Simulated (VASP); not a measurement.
# MoS2 in VASP: a series of runs

The runs below take MoS2 through single point, with r2SCAN.

All numbers are computed with VASP 6.6.1; they aren't measurements. Logs are shortened: lines on timing, memory, paths and dates and some standing lists are left out, and cuts for length are marked.

### Step 1. The cell of the first run

The cell holds a slab with vacuum, 3 atoms: a = 3.089 Å, b = 3.089 Å, c = 17.335 Å, α = 90.00°, β = 90.00°, γ = 120.00°.

### Step 2. Single point, r2SCAN

File POSCAR:

```
MoS2
1.0
    3.0886022200      0.0000000000      0.0000000000
   -1.5443011100      2.6748079800      0.0000000000
    0.0000000000      0.0000000000     17.3346000000
Mo S
1 2
Direct
    0.0000000000      0.0000000000      0.0000000000
    0.3333333333      0.6666666667      0.0894930000
    0.3333333333      0.6666666667      0.9105070000
```

File INCAR.step1:

```
SYSTEM = MoS2
  PREC = Accurate
  ENCUT = 520
  ISMEAR = 1
  SIGMA = 0.1
  LREAL = .FALSE.
  LASPH = .TRUE.
  NELM = 80
  NBANDS = 20
  GGA = PE
  ALGO = Normal
  EDIFF = 1E-4
  LWAVE = .TRUE.
  LCHARG = .FALSE.
```

File INCAR.step2:

```
SYSTEM = MoS2
  PREC = Accurate
  ENCUT = 520
  EDIFF = 1E-6
  ISMEAR = 1
  SIGMA = 0.1
  LREAL = .FALSE.
  LASPH = .TRUE.
  NELM = 80
  ALGO = Normal
  ISIF = 2
  LWAVE = .FALSE.
  LCHARG = .TRUE.
  METAGGA = R2SCAN
  LMIXTAU = .TRUE.
  LELF = .TRUE.
  LVHAR = .TRUE.
  NBANDS = 20
  ISTART = 1
```

File KPOINTS:

```
Automatic mesh
0
G
  12 12 2
  0 0 0
```

Potentials or basis: VASP PAW PBE potentials, release 64 (Mo_sv, S).

Command:

```bash
$ cat potpaw_PBE.64/Mo_sv/POTCAR potpaw_PBE.64/S/POTCAR > POTCAR
$ cp INCAR.step1 INCAR
$ mpirun -np 1 vasp_std > vasp.out
$ cp INCAR.step2 INCAR
$ mpirun -np 1 vasp_std > vasp.out
```

OUTCAR:

```text
SYSTEM = MoS2
   PREC = Accurate
   ENCUT = 520
   EDIFF = 1E-6
   ISMEAR = 1
   LREAL = .FALSE.
   LASPH = .TRUE.
   NELM = 80
   ISIF = 2
   METAGGA = R2SCAN
   ISTART = 1

 ion  position               nearest neighbor table
   1  0.000  0.000  0.000-   2 2.36   3 2.36   2 2.36   3 2.36   2 2.36   3 2.36
   2  0.333  0.667  0.089-   1 2.36   1 2.36   1 2.36
   3  0.333  0.667  0.911-   1 2.36   1 2.36   1 2.36

  LATTYP: Found a hexagonal cell.
 ALAT       =     3.0886022200
 C/A-ratio  =     5.6124417342

  Lattice vectors:

 A1 = (   3.0886022200,   0.0000000000,   0.0000000000)
 A2 = (  -1.5443011100,   2.6748079800,   0.0000000000)
 A3 = (   0.0000000000,   0.0000000000,  17.3346000000)

Analysis of symmetry for initial positions (statically):
=====================================================================
 Subroutine PRICEL returns:
 Original cell was already a primitive cell.

 Routine SETGRP: Setting up the symmetry group for a
 hexagonal supercell.

 Subroutine GETGRP returns: Found 12 space group operations
 (whereof 12 operations were pure point group operations)
 out of a pool of 24 trial point group operations.

The static configuration has the point symmetry D_3h.

Analysis of symmetry for dynamics (positions and initial velocities):
=====================================================================
 Subroutine PRICEL returns:
 Original cell was already a primitive cell.

 Routine SETGRP: Setting up the symmetry group for a
 hexagonal supercell.

 Subroutine GETGRP returns: Found 12 space group operations
 (whereof 12 operations were pure point group operations)
 out of a pool of 24 trial point group operations.

The dynamic configuration has the point symmetry D_3h.

 Subroutine INISYM returns: Found 12 space group operations
 (whereof 12 operations are pure point group operations),
 and found     1 'primitive' translations

----------------------------------------------------------------------------------------

                                     Primitive cell

  volume of cell :     143.2084

  direct lattice vectors                    reciprocal lattice vectors
     3.088602220  0.000000000  0.000000000     0.323771055  0.186929306  0.000000000
    -1.544301110  2.674807980  0.000000000     0.000000000  0.373858612  0.000000000
     0.000000000  0.000000000 17.334600000     0.000000000  0.000000000  0.057688092

  length of vectors
     3.088602220  3.088602216 17.334600000     0.373858612  0.373858612  0.057688092

  position of ions in fractional coordinates (direct lattice)
     0.000000000  0.000000000  0.000000000
     0.333333333  0.666666667  0.089493000
     0.333333333  0.666666667  0.910507000

  ion indices of the primitive-cell ions
   primitive index   ion index
                 1           1
                 2           2
                 3           3

----------------------------------------------------------------------------------------

 KPOINTS: Automatic mesh

Automatic generation of k-mesh.
 Grid dimensions read from file:
 generate k-points for:   12   12    2

 Generating k-lattice:

  Cartesian coordinates                     Fractional coordinates (reciprocal lattice)
     0.026980921  0.015577442  0.000000000     0.083333333 -0.000000000  0.000000000
     0.000000000  0.031154884  0.000000000     0.000000000  0.083333333  0.000000000
     0.000000000  0.000000000  0.028844046     0.000000000  0.000000000  0.500000000

  Length of vectors
     0.031154884  0.031154884  0.028844046

  Shift w.r.t. Gamma in fractional coordinates (k-lattice)
     0.000000000  0.000000000  0.000000000

 Subroutine IBZKPT returns following result:
 ===========================================

 Found     38 irreducible k-points:

 Following reciprocal coordinates:
            Coordinates               Weight
  0.000000  0.000000  0.000000      1.000000
  0.083333 -0.000000  0.000000      6.000000
  0.166667 -0.000000  0.000000      6.000000
  0.250000 -0.000000  0.000000      6.000000
  0.333333  0.000000  0.000000      6.000000
  0.416667 -0.000000  0.000000      6.000000
[... 16 lines left out ...]
  0.250000 -0.000000  0.500000      6.000000
  0.333333  0.000000  0.500000      6.000000
 [... further k-points ...]
   k-points           NKPTS =     38   k-points in BZ     NKDIM =     38   number of bands    NBANDS=     20
   number of dos      NEDOS =    301   number of ions     NIONS =      3
   total plane-waves  NPLWV =  80640
   dimension x,y,z NGX =    24 NGY =   24 NGZ =  140
   dimension x,y,z NGXF=    48 NGYF=   48 NGZF=  280
   ions per type =               1   2
   NGX,Y,Z   is equivalent  to a cutoff of  12.92, 12.92, 13.43 a.u.
   NGXF,Y,Z  is equivalent  to a cutoff of  25.84, 25.84, 26.85 a.u.
 SYSTEM =  MoS2
   PREC   = accura    normal or accurate (medium, high low for compatibility)
   ISTART =      1    job   : 0-new  1-cont  2-samecut
   ICHARG =      0    charge: 1-file 2-atom 10-const
   ISPIN  =      1    spin polarized calculation?
   LNONCOLLINEAR =      F non collinear calculations
   LSORBIT =      F    spin-orbit coupling
   LASPH  =      T    aspherical Exc in radial PAW
   ENCUT  =  520.0 eV  38.22 Ry    6.18 a.u.   5.74  5.74 32.23*2*pi/ulx,y,z
   NELM   =     80;   NELMIN=  2; NELMDL=  0     # of ELM steps
   EDIFF  = 0.1E-05   stopping-criterion for ELM
   LREAL  =      F    real-space projection
   EDIFFG = 0.1E-04   stopping-criterion for IOM
   NSW    =      0    number of steps for IOM
   IBRION =     -1    ionic relax: 0-MD 1-quasi-New 2-CG
   NFREE  =      0    steps in history (QN), initial steepest desc. (CG)
   ISIF   =      2    stress and relaxation
   ISYM   =      2    0-nonsym 1-usesym 2-fastsym
   POTIM  = 0.5000    time-step for ionic-motion
   TEBEG  =    0.0;   TEEND  =   0.0 temperature during run
   PSTRESS=    0.0 pullay stress
   NELECT =      26.0000    total number of electrons
   NUPDOWN=      -1.0000    fix difference up-down
   EMIN   =  10.00;   EMAX   =-10.00  energy-range for DOS
   EFERMI =   0.00;   METHOD = LEGACY
   ISMEAR =     1;   SIGMA  =   0.10  broadening in eV -4-tet -1-fermi 0-gaus
   EFERMI_NEDOS =   21; number of points for ismear=-14 and -15
   IALGO  =     38    algorithm
   IMIX   =      4    mixing-type and parameters
     AMIX     =   0.40;   BMIX     =  1.00
     AMIX_MAG =   1.60;   BMIX_MAG =  1.00
  volume/ion in A,a.u.               =      47.74       322.14
  Fermi-wavevector in a.u.,A,eV,Ry     =   0.926993  1.751763 11.691705  0.859316
  Thomas-Fermi vector in A             =   2.053015
   LORBIT       =      0    0 simple, 1 ext, 2 COOP (PROOUT), +10 PAW based schemes
   METAGGA = R2SCAN    functional components
   LHFCALC =     F    Hartree Fock is set to
   AEXX    =    0.0000 exact exchange contribution
   IVDW    =     0    specifies the selected vdW correction
   LEPSILON=     F    determine dielectric tensor
   LRPA    =     F    only Hartree local field effects (RPA)
 non-spin polarized calculation
 Methfessel and Paxton  Order N= 1 SIGMA  =   0.10
  energy-cutoff  :      520.00
  volume of cell :      143.21
 maximum number of plane-waves:      3884
 NGX is ok and might be reduce to    24
   NGX = 11   NGY = 11   NGZ = 65

 number of electron      26.0000001 magnetization

 Free energy of the ion-electron system (eV)
  ---------------------------------------------------
  ext. energy  EPLUGINS =         0.00000000
  ---------------------------------------------------
  free energy    TOTEN  =       -44.88447180 eV

  energy without entropy =      -44.88456223  energy(sigma->0) =      -44.88450194

 E-fermi :  -1.2322     XC(G=0):  -4.5718

 val. band max:       -1.3156798934   @ k =   0.3333   0.3333   0.0000
 cond. band min:       0.7839226704   @ k =   0.3333   0.3333   0.0000
 fundamental gap:      2.0996025638
 Fermi energy:        -1.2322262421

 k-point     1 :       0.0000    0.0000    0.0000
  band No.  band energies     occupation
      1     -63.9942      2.00000
      2     -37.4908      2.00000
      3     -37.1535      2.00000
      4     -37.1535      2.00000
      5     -16.4669      2.00000
      6     -14.9889      2.00000
[... 12 lines left out ...]
     19       4.9592      0.00000
     20       5.7828      0.00000

 k-point     2 :       0.0833   -0.0000    0.0000
  band No.  band energies     occupation
      1     -63.9901      2.00000
      2     -37.4830      2.00000
      3     -37.1915      2.00000
      4     -37.1620      2.00000
      5     -16.3448      2.00000
      6     -14.9413      2.00000
[... 12 lines left out ...]
     19       5.1046      0.00000
     20       6.0052      0.00000

 k-point     3 :       0.1667   -0.0000    0.0000
  band No.  band energies     occupation
      1     -63.9787      2.00000
      2     -37.4616      2.00000
      3     -37.2941      2.00000
      4     -37.1850      2.00000
      5     -15.9972      2.00000
      6     -14.8060      2.00000
[... 12 lines left out ...]
     19       5.5299      0.00000
     20       6.4272      0.00000

 k-point     4 :       0.2500   -0.0000    0.0000
  band No.  band energies     occupation
      1     -63.9632      2.00000
      2     -37.4323      2.00000
      3     -37.4319      2.00000
      4     -37.2164      2.00000
      5     -15.4808      2.00000
      6     -14.6073      2.00000
[... 12 lines left out ...]
     19       6.1841      0.00000
     20       6.9967      0.00000

 k-point     5 :       0.3333    0.0000    0.0000
  band No.  band energies     occupation
      1     -63.9476      2.00000
      2     -37.5671      2.00000
      3     -37.4029      2.00000
      4     -37.2475      2.00000
      5     -14.8963      2.00000
      6     -14.3888      2.00000
[... 12 lines left out ...]
     19       6.8244      0.00000
     20       7.3872      0.00000
[... 353 lines left out ...]
      6     -14.9413      2.00000
[... 12 lines left out ...]
     19       5.0461      0.00000
     20       6.1156      0.00000

 k-point    22 :       0.1667   -0.0000    0.5000
  band No.  band energies     occupation
      1     -63.9787      2.00000
      2     -37.4616      2.00000
      3     -37.2941      2.00000
      4     -37.1850      2.00000
      5     -15.9972      2.00000
      6     -14.8060      2.00000
[... 12 lines left out ...]
     19       5.4741      0.00000
     20       6.5264      0.00000

 k-point    23 :       0.2500   -0.0000    0.5000
  band No.  band energies     occupation
      1     -63.9632      2.00000
      2     -37.4323      2.00000
      3     -37.4319      2.00000
      4     -37.2164      2.00000
      5     -15.4808      2.00000
      6     -14.6073      2.00000
[... 12 lines left out ...]
     19       6.0907      0.00000
     20       7.1203      0.00000

 k-point    24 :       0.3333    0.0000    0.5000
  band No.  band energies     occupation
      1     -63.9476      2.00000
      2     -37.5671      2.00000
      3     -37.4029      2.00000
      4     -37.2475      2.00000
      5     -14.8963      2.00000
      6     -14.3888      2.00000
[... 12 lines left out ...]
     19       6.7770      0.00000
     20       7.4115      0.00000

 [... further k-points ...]

------------------------ aborting loop because EDIFF is reached ----------------------------------------

  FORCE on cell =-STRESS in cart. coord.  units (eV):
  Direction    XX          YY          ZZ          XY          YZ          ZX
  --------------------------------------------------------------------------------------
  -------------------------------------------------------------------------------------
  Total        3.8558874      3.8558874      2.1518960      0.0000000     -0.0000000     -0.0000000
  in kB       43.1386464     43.1386462     24.0748420      0.0000000     -0.0000000     -0.0000000
  external PRESSURE =      36.7840449 kB  Pullay stress =       0.0000000 kB

 VOLUME and BASIS-vectors are now :
 -----------------------------------------------------------------------------
  energy-cutoff  :      520.00
  volume of cell :      143.21
      direct lattice vectors                 reciprocal lattice vectors
     3.088602220  0.000000000  0.000000000     0.323771055  0.186929306  0.000000000
    -1.544301110  2.674807980  0.000000000     0.000000000  0.373858612  0.000000000
     0.000000000  0.000000000 17.334600000     0.000000000  0.000000000  0.057688092

 POSITION                                       TOTAL-FORCE (eV/Angst)
 -----------------------------------------------------------------------------------
      0.00000      0.00000      0.00000         0.000000     -0.000000      0.000000
     -0.00000      1.78321      1.55133         0.000000      0.000000      0.699018
     -0.00000      1.78321     15.78327        -0.000000      0.000000     -0.699018
 -----------------------------------------------------------------------------------
    total drift:                                0.000000     -0.000000     -0.000000

  FREE ENERGIE OF THE ION-ELECTRON SYSTEM (eV)
  ---------------------------------------------------
  free  energy   TOTEN  =       -44.8844717968 eV

  energy  without entropy=      -44.8845622350  energy(sigma->0) =      -44.88450194
```

Wall time 8.3 min (1 thread of Intel Xeon 6975P-C, shared host); peak memory 0.36 GiB.

Results:

- Free energy: -44.8845 eV
- Largest force: 0.699 eV/Å
- Band gap on the k mesh: 2.10 eV, direct

Forces in eV/Å, atoms in the order of the input:
```
Mo   0.000  0.000  0.000
S    0.000  0.000  0.699
S    0.000  0.000 -0.699
```

Levels at points of the mesh, in eV from the valence-band top:
| k point | band 10 | band 11 | band 12 | band 13 | band 14 | band 15 | band 16 | band 17 |
| --- | --- | --- | --- | --- | --- | --- | --- | --- |
| (0.00, 0.00, 0.00) | -2.11 | -1.55 | -1.55 | -0.17 | 3.23 | 3.23 | 3.49 | 3.49 |
| (0.50, 0.00, 0.00) | -3.46 | -2.18 | -0.92 | -0.70 | 2.75 | 3.26 | 4.42 | 4.91 |
| (0.00, 0.00, 0.50) | -2.11 | -1.55 | -1.55 | -0.17 | 3.23 | 3.23 | 3.49 | 3.49 |
| (0.50, 0.00, 0.50) | -3.46 | -2.18 | -0.92 | -0.70 | 2.75 | 3.26 | 4.42 | 4.91 |

Caveat: the PAW data sets were made with another functional, which shifts forces and pressure a little.

### Step 3. Single point, r2SCAN

This run uses another cell than the first one, of 49.22 Å³/atom, 1.031 times its volume.

File POSCAR:

```
MoS2
1.0
    3.1363641100      0.0000000000      0.0000000000
   -1.5681820550      2.7161709900      0.0000000000
    0.0000000000      0.0000000000     17.3346000000
Mo S
1 2
Direct
    0.0000000000      0.0000000000      0.0000000000
    0.3333333333      0.6666666667      0.0894930000
    0.3333333333      0.6666666667      0.9105070000
```

File INCAR.step1:

```
SYSTEM = MoS2
PREC     = Accurate       ! precision mode
ENCUT    = 520            ! plane-wave cutoff, eV
ISMEAR   = 1              ! smearing method
SIGMA    = 0.1            ! smearing width, eV
LREAL    = .False.        ! projectors in reciprocal space
LASPH    = .True.         ! aspherical terms in the spheres
NELM     = 100            ! most SCF steps
NBANDS   = 20             ! bands
GGA      = PE             ! functional
ALGO     = Normal         ! electronic algorithm
EDIFF    = 1E-4           ! SCF threshold, eV
LWAVE    = .True.         ! write WAVECAR
LCHARG   = .False.        ! write CHGCAR
```

File INCAR.step2:

```
SYSTEM = MoS2
PREC     = Accurate       ! precision mode
ENCUT    = 520            ! plane-wave cutoff, eV
EDIFF    = 1E-7           ! SCF threshold, eV
ISMEAR   = 1              ! smearing method
SIGMA    = 0.1            ! smearing width, eV
LREAL    = .False.        ! projectors in reciprocal space
LASPH    = .True.         ! aspherical terms in the spheres
NELM     = 100            ! most SCF steps
ALGO     = Normal         ! electronic algorithm
ISIF     = 2              ! what is computed and relaxed
LWAVE    = .False.        ! write WAVECAR
LCHARG   = .False.        ! write CHGCAR
METAGGA  = R2SCAN         ! meta-GGA
LMIXTAU  = .True.       
NBANDS   = 20             ! bands
ISTART   = 1
```

File KPOINTS:

```
regular mesh
0
Gamma
  12 12 2
  0 0 0
```

Potentials or basis: VASP PAW PBE potentials, release 64 (Mo_sv, S).

Command:

```bash
$ cat potpaw_PBE.64/Mo_sv/POTCAR potpaw_PBE.64/S/POTCAR > POTCAR
$ cp INCAR.step1 INCAR
$ mpirun -np 1 vasp_std > vasp.out
$ cp INCAR.step2 INCAR
$ mpirun -np 1 vasp_std > vasp.out
```

Wall time 11 min (1 thread of Intel Xeon 6975P-C, shared host); peak memory 0.36 GiB.

The run converged. Its results:

```
Free energy            : -44.9723 eV
Largest force          : 0.348 eV/Å
Band gap on the k mesh : 1.93 eV, direct
```

Forces on the atoms (eV/Å):
```
Mo   0.000  0.000  0.000
S    0.000  0.000  0.348
S    0.000  0.000 -0.348
```

Levels at points of the mesh, in eV from the valence-band top:
| k point | band 10 | band 11 | band 12 | band 13 | band 14 | band 15 | band 16 | band 17 |
| --- | --- | --- | --- | --- | --- | --- | --- | --- |
| (0.00, 0.00, 0.00) | -1.97 | -1.59 | -1.59 | -0.04 | 3.09 | 3.09 | 3.36 | 3.36 |
| (0.50, 0.00, 0.00) | -3.41 | -2.06 | -1.01 | -0.66 | 2.57 | 3.10 | 4.34 | 4.76 |
| (0.00, 0.00, 0.50) | -1.97 | -1.59 | -1.59 | -0.04 | 3.09 | 3.09 | 3.36 | 3.36 |
| (0.50, 0.00, 0.50) | -3.41 | -2.06 | -1.01 | -0.66 | 2.57 | 3.10 | 4.34 | 4.76 |

Caveat: the PAW data sets were made with another functional, which shifts forces and pressure a little.

[end of part 1 of 2]
